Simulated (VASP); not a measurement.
Runs of VASP 6.6.1 on TiH. The structure is that of space group I4/mmm (No. 139), or close to it. The cells are those of the table. 

| cell | gap on the mesh (eV) | pressure (GPa) |
| --- | --- | --- |
| a = 2.895, b = 2.895, c = 3.120 Å, angles 57.4, 57.4, 65.2°, 2 atoms | none | (a) |
| a = 2.873, b = 2.873, c = 3.317 Å, angles 54.7, 54.7, 70.5°, 2 atoms | none | 4.0 |
| a = 3.224, b = 3.224, c = 2.633 Å, angles 65.9, 65.9, 48.2°, 2 atoms | none | 0.5 |
| a = 3.072, b = 3.072, c = 2.781 Å, angles 63.1, 63.1, 53.8°, 2 atoms | none | -6.7 |

Alike in all rows: task single point; level LDA; potentials or basis VASP PAW LDA potentials, release 64 (Ti_sv, H); no spin polarisation; k mesh 22 × 22 × 22; cutoff (eV) 520; smearing gaussian 0.15 eV.

**Question.** Estimate the missing entries.

**Answer.** (a) -6.9.

Caveats: the cell stands under tension (at least some runs); the cell stands under pressure (at least some runs).

A gap of «none» marks levels without a gap at the run's occupations.
